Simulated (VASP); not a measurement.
# TiCo in VASP: notebook, part 3 of 3

VASP 6.6.1. Earlier steps stand in the parts before.

### 6 Single point, PBE, collinear spin, ferromagnetic start (biaxial strain in the a-b plane: +3.0 %)

Input file INCAR:

```
ALGO = Normal ; EDIFF = 1E-6
ENCUT = 520 ; GGA = PE
ISIF = 2 ; ISMEAR = 0
ISPIN = 2 ; LASPH = True
LCHARG = True ; LELF = True
LMAXMIX = 4 ; LORBIT = 11
LREAL = False ; LVHAR = True
LWAVE = False ; MAGMOM = 0 1.09
NBANDS = 22 ; NELM = 150
PREC = Accurate ; SIGMA = 0.1
```

Input file KPOINTS:

```
k-points
0
Gamma
  18 18 18
```

Input file POSCAR:

```
TiCo
1.0
    3.0751549057      0.0000000000      0.0000000000
    0.0000000000      3.0751549057      0.0000000000
    0.0000000000      0.0000000000      2.9318467159
Ti Co
1 1
Direct
    0.0000000000      0.0000000000      0.0000000000
    0.5000000000      0.5000000000      0.5000000000
```

Potentials or basis: VASP PAW PBE potentials, release 64 (Ti_sv, Co).

Started as:

```
$ cat potpaw_PBE.64/Ti_sv/POTCAR potpaw_PBE.64/Co/POTCAR > POTCAR
$ mpirun -np 1 vasp_std > vasp.out
```

OUTCAR:

```text
EDIFF = 1E-6
   ENCUT = 520
   GGA = PE
   ISIF = 2
   ISMEAR = 0
   ISPIN = 2
   LASPH = True
   LORBIT = 11
   LREAL = False
   NELM = 150
   PREC = Accurate

 ion  position               nearest neighbor table
   1  0.000  0.000  0.000-   2 2.62   2 2.62   2 2.62   2 2.62   2 2.62   2 2.62   2 2.62   2 2.62

   2  0.500  0.500  0.500-   1 2.62   1 2.62   1 2.62   1 2.62   1 2.62   1 2.62   1 2.62   1 2.62

  LATTYP: Found a simple tetragonal cell.
 ALAT       =     3.0751549057
 C/A-ratio  =     0.9533980582

  Lattice vectors:

 A1 = (   3.0751549057,   0.0000000000,   0.0000000000)
 A2 = (   0.0000000000,   3.0751549057,   0.0000000000)
 A3 = (   0.0000000000,   0.0000000000,   2.9318467159)

Analysis of symmetry for initial positions (statically):
=====================================================================
 Subroutine PRICEL returns:
 Original cell was already a primitive cell.

 Routine SETGRP: Setting up the symmetry group for a
 simple tetragonal supercell.

 Subroutine GETGRP returns: Found 16 space group operations
 (whereof 16 operations were pure point group operations)
 out of a pool of 16 trial point group operations.

The static configuration has the point symmetry D_4h.

Analysis of symmetry for dynamics (positions and initial velocities):
=====================================================================
 Subroutine PRICEL returns:
 Original cell was already a primitive cell.

 Routine SETGRP: Setting up the symmetry group for a
 simple tetragonal supercell.

 Subroutine GETGRP returns: Found 16 space group operations
 (whereof 16 operations were pure point group operations)
 out of a pool of 16 trial point group operations.

The dynamic configuration has the point symmetry D_4h.

Analysis of structural, dynamic, and magnetic symmetry:
=====================================================================
 Subroutine PRICEL returns:
 Original cell was already a primitive cell.

 Routine SETGRP: Setting up the symmetry group for a
 simple tetragonal supercell.

 Subroutine GETGRP returns: Found 16 space group operations
 (whereof 16 operations were pure point group operations)
 out of a pool of 16 trial point group operations.

The overall configuration has the point symmetry D_4h.

 Subroutine INISYM returns: Found 16 space group operations
 (whereof 16 operations are pure point group operations),
 and found     1 'primitive' translations

----------------------------------------------------------------------------------------

                                     Primitive cell

  volume of cell :      27.7252

  direct lattice vectors                    reciprocal lattice vectors
     3.075154906  0.000000000  0.000000000     0.325186870  0.000000000  0.000000000
     0.000000000  3.075154906  0.000000000     0.000000000  0.325186870  0.000000000
     0.000000000  0.000000000  2.931846716     0.000000000  0.000000000  0.341081952

  length of vectors
     3.075154906  3.075154906  2.931846716     0.325186870  0.325186870  0.341081952

  position of ions in fractional coordinates (direct lattice)
     0.000000000  0.000000000  0.000000000
     0.500000000  0.500000000  0.500000000

  ion indices of the primitive-cell ions
   primitive index   ion index
                 1           1
[... 60 lines left out ...]
   ions per type =               1   1
   NGX,Y,Z   is equivalent  to a cutoff of  12.97, 12.97, 13.61 a.u.
   NGXF,Y,Z  is equivalent  to a cutoff of  25.95, 25.95, 27.22 a.u.
 SYSTEM =  unknown system
   PREC   = accura    normal or accurate (medium, high low for compatibility)
   ISTART =      0    job   : 0-new  1-cont  2-samecut
   ICHARG =      2    charge: 1-file 2-atom 10-const
   ISPIN  =      2    spin polarized calculation?
   LNONCOLLINEAR =      F non collinear calculations
   LSORBIT =      F    spin-orbit coupling
   LASPH  =      T    aspherical Exc in radial PAW
   ENCUT  =  520.0 eV  38.22 Ry    6.18 a.u.   5.72  5.72  5.45*2*pi/ulx,y,z
   NELM   =    150;   NELMIN=  2; NELMDL= -5     # of ELM steps
   EDIFF  = 0.1E-05   stopping-criterion for ELM
   LREAL  =      F    real-space projection
   EDIFFG = 0.1E-04   stopping-criterion for IOM
   NSW    =      0    number of steps for IOM
   IBRION =     -1    ionic relax: 0-MD 1-quasi-New 2-CG
   NFREE  =      0    steps in history (QN), initial steepest desc. (CG)
   ISIF   =      2    stress and relaxation
   ISYM   =      2    0-nonsym 1-usesym 2-fastsym
   POTIM  = 0.5000    time-step for ionic-motion
   TEBEG  =    0.0;   TEEND  =   0.0 temperature during run
   PSTRESS=    0.0 pullay stress
   NELECT =      21.0000    total number of electrons
   NUPDOWN=      -1.0000    fix difference up-down
   EMIN   =  10.00;   EMAX   =-10.00  energy-range for DOS
   EFERMI =   0.00;   METHOD = LEGACY
   ISMEAR =     0;   SIGMA  =   0.10  broadening in eV -4-tet -1-fermi 0-gaus
   EFERMI_NEDOS =   21; number of points for ismear=-14 and -15
   IALGO  =     38    algorithm
   IMIX   =      4    mixing-type and parameters
     AMIX     =   0.40;   BMIX     =  1.00
     AMIX_MAG =   1.60;   BMIX_MAG =  1.00
  volume/ion in A,a.u.               =      13.86        93.55
  Fermi-wavevector in a.u.,A,eV,Ry     =   1.492300  2.820038 30.299626  2.226960
  Thomas-Fermi vector in A             =   2.604846
   LORBIT       =     11    0 simple, 1 ext, 2 COOP (PROOUT), +10 PAW based schemes
   GGA     = PE    functional components
   LHFCALC =     F    Hartree Fock is set to
   AEXX    =    0.0000 exact exchange contribution
   IVDW    =     0    specifies the selected vdW correction
   LEPSILON=     F    determine dielectric tensor
   LRPA    =     F    only Hartree local field effects (RPA)
 spin polarized calculation
 Gauss-broadening in eV      SIGMA  =   0.10
  energy-cutoff  :      520.00
  volume of cell :       27.73
 maximum number of plane-waves:       768
 NGX is ok and might be reduce to    24
   NGX = 11   NGY = 11   NGZ = 11

 number of electron      21.0000009 magnetization       0.8879281

 Free energy of the ion-electron system (eV)
  ---------------------------------------------------
  ext. energy  EPLUGINS =         0.00000000
  ---------------------------------------------------
  free energy    TOTEN  =       -15.63665634 eV

  energy without entropy =      -15.62732467  energy(sigma->0) =      -15.63199050

 E-fermi :   9.3954     XC(G=0): -12.3601

 val. band max:        9.3949870146   @ k =   0.4444   0.0556   0.3889
 cond. band min:       9.3956801257   @ k =   0.4444   0.1111   0.5000
 fundamental gap:      0.0006931112
 Fermi energy:         9.3953970876

 spin component 1

 k-point     1 :       0.0000    0.0000    0.0000
  band No.  band energies     occupation
      1     -47.7922      1.00000
      2     -23.9135      1.00000
      3     -23.9135      1.00000
      4     -23.8500      1.00000
      5       1.9037      1.00000
      6       5.3553      1.00000
[... 589 lines left out ...]
     21      26.6254      0.00000
     22      28.2680      0.00000

 [... further k-points ...]

 spin component 2

 k-point     1 :       0.0000    0.0000    0.0000
  band No.  band energies     occupation
      1     -47.8242      1.00000
      2     -23.9528      1.00000
      3     -23.9528      1.00000
      4     -23.8713      1.00000
      5       1.8803      1.00000
      6       6.0651      1.00000
[... 589 lines left out ...]
     21      26.6698      0.00000
     22      28.1441      0.00000

 [... further k-points ...]
[... 5 lines left out ...]
  --------------------------------------------------------------------------------------
  -------------------------------------------------------------------------------------
  Total       -1.5115193     -1.5115193     -0.4193836      0.0000000     -0.0000000      0.0000000
  in kB      -87.3472062    -87.3472062    -24.2352117      0.0000000     -0.0000000      0.0000000
  external PRESSURE =     -66.3098747 kB  Pullay stress =       0.0000000 kB

 VOLUME and BASIS-vectors are now :
 -----------------------------------------------------------------------------
  energy-cutoff  :      520.00
  volume of cell :       27.73
      direct lattice vectors                 reciprocal lattice vectors
     3.075154906  0.000000000  0.000000000     0.325186870  0.000000000  0.000000000
     0.000000000  3.075154906  0.000000000     0.000000000  0.325186870  0.000000000
     0.000000000  0.000000000  2.931846716     0.000000000  0.000000000  0.341081952

 POSITION                                       TOTAL-FORCE (eV/Angst)
 -----------------------------------------------------------------------------------
      0.00000      0.00000      0.00000         0.000000      0.000000      0.000000
      1.53758      1.53758      1.46592         0.000000      0.000000      0.000000
 -----------------------------------------------------------------------------------
    total drift:                                0.000000      0.000000     -0.000000

  FREE ENERGIE OF THE ION-ELECTRON SYSTEM (eV)
  ---------------------------------------------------
  free  energy   TOTEN  =       -15.6366563399 eV

  energy  without entropy=      -15.6273246656  energy(sigma->0) =      -15.63199050

 total charge

# of ion       s       p       d       tot
------------------------------------------
    1        2.239   6.166   1.828  10.232
    2        0.510   0.436   7.276   8.222
--------------------------------------------------
tot          2.749   6.602   9.103  18.454

 magnetization (x)

# of ion       s       p       d       tot
------------------------------------------
    1       -0.003  -0.014  -0.036  -0.053
    2        0.028  -0.007   0.984   1.005
--------------------------------------------------
tot          0.025  -0.021   0.948   0.952
```

OSZICAR:

```text
N       E                     dE             d eps       ncg     rms          rms(c)
DAV:   1     0.166531056508E+03    0.16653E+03   -0.95768E+03 49110   0.119E+03
DAV:   2    -0.742990686697E+01   -0.17396E+03   -0.16559E+03 49338   0.302E+02
DAV:   3    -0.177049255092E+02   -0.10275E+02   -0.10092E+02 60644   0.787E+01
DAV:   4    -0.179927879591E+02   -0.28786E+00   -0.28727E+00 55904   0.120E+01
DAV:   5    -0.180009624146E+02   -0.81745E-02   -0.81740E-02 58438   0.191E+00    0.128E+01
DAV:   6    -0.162765224136E+02    0.17244E+01   -0.82420E+00 55030   0.388E+01    0.859E+00
DAV:   7    -0.182102594924E+02   -0.19337E+01   -0.20280E+01 59432   0.339E+01    0.225E+01
DAV:   8    -0.156067043352E+02    0.26036E+01   -0.13148E+01 57146   0.253E+01    0.172E+00
DAV:   9    -0.156168066617E+02   -0.10102E-01   -0.22076E-01 59542   0.366E+00    0.216E+00
DAV:  10    -0.156243610189E+02   -0.75544E-02   -0.44576E-02 57234   0.195E+00    0.160E+00
DAV:  11    -0.156359392878E+02   -0.11578E-01   -0.43605E-02 65038   0.179E+00    0.126E+00
DAV:  12    -0.156347982143E+02    0.11411E-02   -0.80260E-02 63154   0.239E+00    0.668E-01
DAV:  13    -0.156372002536E+02   -0.24020E-02   -0.21032E-02 63378   0.135E+00    0.576E-01
DAV:  14    -0.156368146280E+02    0.38563E-03   -0.70885E-03 62268   0.796E-01    0.180E-01
DAV:  15    -0.156367151435E+02    0.99485E-04   -0.31038E-04 64994   0.112E-01    0.101E-01
DAV:  16    -0.156366559603E+02    0.59183E-04   -0.29051E-04 68516   0.101E-01    0.197E-02
DAV:  17    -0.156366561619E+02   -0.20159E-06   -0.12729E-05 58946   0.253E-02    0.806E-03
DAV:  18    -0.156366563399E+02   -0.17798E-06   -0.13872E-06 30398   0.105E-02
   1 F= -.15636656E+02 E0= -.15631991E+02  d E =-.933167E-02  mag=     0.8878
```

stdout:

```text
POSCAR found type information on POSCAR TiCo
 POSCAR found :  2 types and       2 ions
 scaLAPACK will be used
 LDA part: xc-table for (Slater+PW92), standard interpolation
 POSCAR, INCAR and KPOINTS ok, starting setup
 FFT: planning ... GRIDC
 FFT: planning ... GRID_SOFT
 FFT: planning ... GRID
 WAVECAR not read
 entering main loop
```

Wall time 29 min (1 thread of AMD EPYC 7R13, shared host); peak memory 0.54 GiB.

What came out:

- Free energy: -15.6367 eV
- Pressure: -6.6 GPa
- Net moment: 0.89 μB per cell
- Site moments: Ti -0.05; Co +1.00 μB
- Valence electrons inside the program's atomic spheres: Ti 10.23; Co 8.22

Stress tensor (GPa, compression positive):
```
-8.73  0.00  0.00
 0.00 -8.73  0.00
 0.00  0.00 -2.42
```

Caveat: the cell differs from its parent crystal (biaxial strain in the a-b plane: +3.0 %).

### 7 Summary

```tsv
task	cell	k mesh	cutoff (eV)	gap on the mesh (eV)	pressure (GPa)	moment (μB)
single point	a = 3.015, b = 3.015, c = 2.959 Å, 2 atoms	18 × 18 × 18	520	none	-2.3	0.87
single point	a = 3.015, b = 3.015, c = 2.968 Å, 2 atoms	18 × 18 × 18	520	none	-2.8	0.87
relaxation of cell and atoms	relaxed to 12 GPa from a = 2.921 Å, 2 atoms	14 × 14 × 14	600	none	11.9	0.71
relaxation of cell and atoms	relaxed to 4 GPa from a = 2.962 Å, 2 atoms	14 × 14 × 14	600	none	4.0	0.83
single point	a = 3.075, b = 3.075, c = 2.932 Å, 2 atoms	18 × 18 × 18	520	none	-6.6	0.89
```

Alike in all rows: level PBE; potentials or basis VASP PAW PBE potentials, release 64 (Ti_sv, Co); spin collinear, ferromagnetic start; smearing gaussian 0.1 eV.

Caveats: the cell is relaxed towards a set pressure, so the enthalpy falls and the energy may rise (some runs).

Absolute energies hang on the potentials; compare differences alone.
